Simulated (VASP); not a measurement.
# Cd3Pd (Pm-3m) in VASP: single point with LDA

Aim: the single point of Cd3Pd with LDA.

All numbers are computed with VASP 6.6.1; they aren't measurements. Logs are shortened: lines on timing, memory, paths and dates and some standing lists are left out, and cuts for length are marked.

### 1 The cell of the first run

The structure is cubic, space group Pm-3m (No. 221). The conventional cell has a = 4.105 Å, b = 4.105 Å, c = 4.105 Å, α = 90.00°, β = 90.00°, γ = 90.00°. Cd (site symmetry 4/mmm) has 8 Cd at 2.90 Å and 4 Pd at 2.90 Å within 3.8 Å. Within 3.8 Å of Pd (site symmetry m-3m) lie 12 Cd at 2.90 Å.

### 2 Single point, LDA

The input, INCAR:

```
SYSTEM = Cd3Pd
  PREC = Accurate
  ENCUT = 540
  EDIFF = 1E-6
  ISMEAR = -1
  SIGMA = 0.05
  LREAL = .FALSE.
  LASPH = .TRUE.
  NELM = 120
  ALGO = Normal
  ISIF = 2
  LWAVE = .FALSE.
  LCHARG = .FALSE.
  GGA = CA
  NBANDS = 47
  GGA_COMPAT = .FALSE.
```

The input, KPOINTS:

```
Automatic mesh
0
G
  8 8 8
  0 0 0
```

The input, POSCAR:

```
Cd3Pd
1.0
    4.1053017772      0.0000000000      0.0000000000
    0.0000000000      4.1053017772      0.0000000000
    0.0000000000      0.0000000000      4.1053017772
Cd Pd
3 1
Direct
    0.0000000000      0.5000000000      0.5000000000
    0.5000000000      0.0000000000      0.5000000000
    0.5000000000      0.5000000000      0.0000000000
    0.0000000000      0.0000000000      0.0000000000
```

Potentials or basis: VASP PAW LDA potentials, release 64 (Cd_sv_GW, Pd_sv_GW).

Command:

```bash
$ cat potpaw_LDA.64/Cd_sv_GW/POTCAR potpaw_LDA.64/Pd_sv_GW/POTCAR > POTCAR
$ mpirun -np 1 vasp_std > vasp.out
```

OUTCAR:

```text
SYSTEM = Cd3Pd
   PREC = Accurate
   ENCUT = 540
   EDIFF = 1E-6
   ISMEAR = -1
   LREAL = .FALSE.
   LASPH = .TRUE.
   NELM = 120
   ISIF = 2
   GGA = CA

 ion  position               nearest neighbor table
   1  0.000  0.500  0.500-
   2  0.500  0.000  0.500-
   3  0.500  0.500  0.000-
   4  0.000  0.000  0.000-

  LATTYP: Found a simple cubic cell.
 ALAT       =     4.1053017772

  Lattice vectors:

 A1 = (   4.1053017772,   0.0000000000,   0.0000000000)
 A2 = (   0.0000000000,   4.1053017772,   0.0000000000)
 A3 = (   0.0000000000,   0.0000000000,   4.1053017772)

Analysis of symmetry for initial positions (statically):
=====================================================================
 Subroutine PRICEL returns:
 Original cell was already a primitive cell.

 Routine SETGRP: Setting up the symmetry group for a
 simple cubic supercell.

 Subroutine GETGRP returns: Found 48 space group operations
 (whereof 48 operations were pure point group operations)
 out of a pool of 48 trial point group operations.

The static configuration has the point symmetry O_h .

Analysis of symmetry for dynamics (positions and initial velocities):
=====================================================================
 Subroutine PRICEL returns:
 Original cell was already a primitive cell.

 Routine SETGRP: Setting up the symmetry group for a
 simple cubic supercell.

 Subroutine GETGRP returns: Found 48 space group operations
 (whereof 48 operations were pure point group operations)
 out of a pool of 48 trial point group operations.

The dynamic configuration has the point symmetry O_h .

 Subroutine INISYM returns: Found 48 space group operations
 (whereof 48 operations are pure point group operations),
 and found     1 'primitive' translations

----------------------------------------------------------------------------------------

                                     Primitive cell

  volume of cell :      69.1887

  direct lattice vectors                    reciprocal lattice vectors
     4.105301777  0.000000000  0.000000000     0.243587452  0.000000000  0.000000000
     0.000000000  4.105301777  0.000000000     0.000000000  0.243587452  0.000000000
     0.000000000  0.000000000  4.105301777     0.000000000  0.000000000  0.243587452

  length of vectors
     4.105301777  4.105301777  4.105301777     0.243587452  0.243587452  0.243587452

  position of ions in fractional coordinates (direct lattice)
     0.000000000  0.500000000  0.500000000
     0.500000000  0.000000000  0.500000000
     0.500000000  0.500000000  0.000000000
     0.000000000  0.000000000  0.000000000

  ion indices of the primitive-cell ions
   primitive index   ion index
                 1           1
                 2           2
                 3           3
                 4           4

----------------------------------------------------------------------------------------

 KPOINTS: Automatic mesh

Automatic generation of k-mesh.
 Grid dimensions read from file:
 generate k-points for:    8    8    8

 Generating k-lattice:

  Cartesian coordinates                     Fractional coordinates (reciprocal lattice)
     0.030448432  0.000000000  0.000000000     0.125000000  0.000000000  0.000000000
     0.000000000  0.030448432  0.000000000     0.000000000  0.125000000  0.000000000
     0.000000000  0.000000000  0.030448432     0.000000000  0.000000000  0.125000000

  Length of vectors
     0.030448432  0.030448432  0.030448432

  Shift w.r.t. Gamma in fractional coordinates (k-lattice)
     0.000000000  0.000000000  0.000000000

 Subroutine IBZKPT returns following result:
 ===========================================

 Found     35 irreducible k-points:

 Following reciprocal coordinates:
            Coordinates               Weight
  0.000000  0.000000  0.000000      1.000000
  0.125000  0.000000  0.000000      6.000000
  0.250000  0.000000  0.000000      6.000000
  0.375000  0.000000  0.000000      6.000000
  0.500000  0.000000  0.000000      3.000000
  0.125000  0.125000  0.000000     12.000000
[... 16 lines left out ...]
  0.375000  0.375000  0.125000     24.000000
  0.500000  0.375000  0.125000     24.000000
 [... further k-points ...]
   k-points           NKPTS =     35   k-points in BZ     NKDIM =     35   number of bands    NBANDS=     47
   number of dos      NEDOS =    301   number of ions     NIONS =      4
   total plane-waves  NPLWV =  32768
   dimension x,y,z NGX =    32 NGY =   32 NGZ =   32
   dimension x,y,z NGXF=    64 NGYF=   64 NGZF=   64
   ions per type =               3   1
   NGX,Y,Z   is equivalent  to a cutoff of  12.96, 12.96, 12.96 a.u.
   NGXF,Y,Z  is equivalent  to a cutoff of  25.92, 25.92, 25.92 a.u.
 SYSTEM =  Cd3Pd
   PREC   = accura    normal or accurate (medium, high low for compatibility)
   ISTART =      0    job   : 0-new  1-cont  2-samecut
   ICHARG =      2    charge: 1-file 2-atom 10-const
   ISPIN  =      1    spin polarized calculation?
   LNONCOLLINEAR =      F non collinear calculations
   LSORBIT =      F    spin-orbit coupling
   LASPH  =      T    aspherical Exc in radial PAW
   ENCUT  =  540.0 eV  39.69 Ry    6.30 a.u.   7.78  7.78  7.78*2*pi/ulx,y,z
   NELM   =    120;   NELMIN=  2; NELMDL= -5     # of ELM steps
   EDIFF  = 0.1E-05   stopping-criterion for ELM
   LREAL  =      F    real-space projection
   EDIFFG = 0.1E-04   stopping-criterion for IOM
   NSW    =      0    number of steps for IOM
   IBRION =     -1    ionic relax: 0-MD 1-quasi-New 2-CG
   NFREE  =      0    steps in history (QN), initial steepest desc. (CG)
   ISIF   =      2    stress and relaxation
   ISYM   =      2    0-nonsym 1-usesym 2-fastsym
   POTIM  = 0.5000    time-step for ionic-motion
   TEBEG  =    0.0;   TEEND  =   0.0 temperature during run
   PSTRESS=    0.0 pullay stress
   NELECT =      78.0000    total number of electrons
   NUPDOWN=      -1.0000    fix difference up-down
   EMIN   =  10.00;   EMAX   =-10.00  energy-range for DOS
   EFERMI =   0.00;   METHOD = LEGACY
   ISMEAR =    -1;   SIGMA  =   0.05  broadening in eV -4-tet -1-fermi 0-gaus
   EFERMI_NEDOS =   21; number of points for ismear=-14 and -15
   IALGO  =     38    algorithm
   IMIX   =      4    mixing-type and parameters
     AMIX     =   0.40;   BMIX     =  1.00
     AMIX_MAG =   1.60;   BMIX_MAG =  1.00
  volume/ion in A,a.u.               =      17.30       116.73
  Fermi-wavevector in a.u.,A,eV,Ry     =   1.703837  3.219784 39.498518  2.903059
  Thomas-Fermi vector in A             =   2.783350
   LORBIT       =      0    0 simple, 1 ext, 2 COOP (PROOUT), +10 PAW based schemes
   GGA     = CA    functional components
   LHFCALC =     F    Hartree Fock is set to
   AEXX    =    0.0000 exact exchange contribution
   IVDW    =     0    specifies the selected vdW correction
   LEPSILON=     F    determine dielectric tensor
   LRPA    =     F    only Hartree local field effects (RPA)
 non-spin polarized calculation
  energy-cutoff  :      540.00
  volume of cell :       69.19
 maximum number of plane-waves:      2000
 NGX is ok and might be reduce to    32
   NGX = 15   NGY = 15   NGZ = 15

 number of electron      77.9999925 magnetization

 Free energy of the ion-electron system (eV)
  ---------------------------------------------------
  ext. energy  EPLUGINS =         0.00000000
  ---------------------------------------------------
  free energy    TOTEN  =       -10.62951161 eV

  energy without entropy =      -10.61794202  energy(sigma->0) =      -10.62372682

 E-fermi :   8.1014     XC(G=0): -12.9557

 val. band max:        8.0810910066   @ k =   0.2500   0.1250   0.0000
 cond. band min:       8.1094723042   @ k =   0.1250   0.0000   0.0000
 fundamental gap:      0.0283812977
 Fermi energy:         8.1014067009

 k-point     1 :       0.0000    0.0000    0.0000
  band No.  band energies     occupation
      1     -94.4002      2.00000
      2     -94.3903      2.00000
      3     -94.3903      2.00000
      4     -75.8545      2.00000
      5     -55.8264      2.00000
      6     -55.8264      2.00000
[... 39 lines left out ...]
     46      16.2145      0.00000
     47      17.0914      0.00000

 k-point     2 :       0.1250    0.0000    0.0000
  band No.  band energies     occupation
      1     -94.3999      2.00000
      2     -94.3907      2.00000
      3     -94.3904      2.00000
      4     -75.8545      2.00000
      5     -55.8258      2.00000
      6     -55.8258      2.00000
[... 39 lines left out ...]
     46      15.9515      0.00000
     47      16.4936      0.00000

 k-point     3 :       0.2500    0.0000    0.0000
  band No.  band energies     occupation
      1     -94.3988      2.00000
      2     -94.3916      2.00000
      3     -94.3904      2.00000
      4     -75.8545      2.00000
      5     -55.8235      2.00000
      6     -55.8235      2.00000
[... 39 lines left out ...]
     46      15.3193      0.00000
     47      16.0250      0.00000

 k-point     4 :       0.3750    0.0000    0.0000
  band No.  band energies     occupation
      1     -94.3976      2.00000
      2     -94.3929      2.00000
      3     -94.3904      2.00000
      4     -75.8545      2.00000
      5     -55.8210      2.00000
      6     -55.8210      2.00000
[... 939 lines left out ...]
     46      16.4612      0.00000
     47      17.4907      0.00000

 k-point    23 :       0.3750    0.3750    0.1250
  band No.  band energies     occupation
      1     -94.3955      2.00000
      2     -94.3931      2.00000
      3     -94.3922      2.00000
      4     -75.8544      2.00000
      5     -55.8431      2.00000
      6     -55.8078      2.00000
[... 39 lines left out ...]
     46      17.3956      0.00000
     47      17.7148      0.00000

 k-point    24 :       0.5000    0.3750    0.1250
  band No.  band energies     occupation
      1     -94.3948      2.00000
      2     -94.3936      2.00000
      3     -94.3925      2.00000
      4     -75.8544      2.00000
      5     -55.8449      2.00000
      6     -55.8069      2.00000
[... 39 lines left out ...]
     46      16.7977      0.00000
     47      18.1766      0.00000

 [... further k-points ...]
[... 5 lines left out ...]
  --------------------------------------------------------------------------------------
  -------------------------------------------------------------------------------------
  Total       -1.0165268     -1.0165268     -1.0165268      0.0000000     -0.0000000      0.0000000
  in kB      -23.5393322    -23.5393322    -23.5393322      0.0000000     -0.0000000      0.0000000
  external PRESSURE =     -23.5393322 kB  Pullay stress =       0.0000000 kB

 VOLUME and BASIS-vectors are now :
 -----------------------------------------------------------------------------
  energy-cutoff  :      540.00
  volume of cell :       69.19
      direct lattice vectors                 reciprocal lattice vectors
     4.105301777  0.000000000  0.000000000     0.243587452  0.000000000  0.000000000
     0.000000000  4.105301777  0.000000000     0.000000000  0.243587452  0.000000000
     0.000000000  0.000000000  4.105301777     0.000000000  0.000000000  0.243587452

 POSITION                                       TOTAL-FORCE (eV/Angst)
 -----------------------------------------------------------------------------------
      0.00000      2.05265      2.05265         0.000000      0.000000      0.000000
      2.05265      0.00000      2.05265         0.000000      0.000000      0.000000
      2.05265      2.05265      0.00000         0.000000      0.000000      0.000000
      0.00000      0.00000      0.00000         0.000000      0.000000      0.000000
 -----------------------------------------------------------------------------------
    total drift:                                0.000000     -0.000000     -0.000000

  FREE ENERGIE OF THE ION-ELECTRON SYSTEM (eV)
  ---------------------------------------------------
  free  energy   TOTEN  =       -10.6295116125 eV

  energy  without entropy=      -10.6179420192  energy(sigma->0) =      -10.62372682
```

It took 88 s on 1 thread of AMD EPYC 7R13 (Zen 3), shared host; peak memory 0.22 GiB.

Results:

* Free energy: -10.6295 eV
* Pressure: -2.4 GPa
* Band gap on the k mesh: zero (bands 39 and 40 overlap by 5.56 eV)

Levels at points of the mesh, in eV from the Fermi level:
```tsv
k point	band 35	band 36	band 37	band 38	band 39	band 40	band 41	band 42	band 43	band 44
(0.00, 0.00, 0.00)	-2.32	-2.32	-2.32	-0.42	-0.42	-0.42	4.02	4.02	4.53	8.11
(0.50, 0.00, 0.00)	-3.26	-3.14	-2.44	-2.37	3.57	3.59	3.59	3.82	3.82	5.33
(0.50, 0.50, 0.00)	-3.76	-3.07	-3.07	-2.52	-1.34	-1.17	5.79	6.37	6.68	6.68
(0.50, 0.50, 0.50)	-3.01	-2.29	-2.29	-1.99	-1.99	-1.99	1.15	1.15	1.15	2.08
```
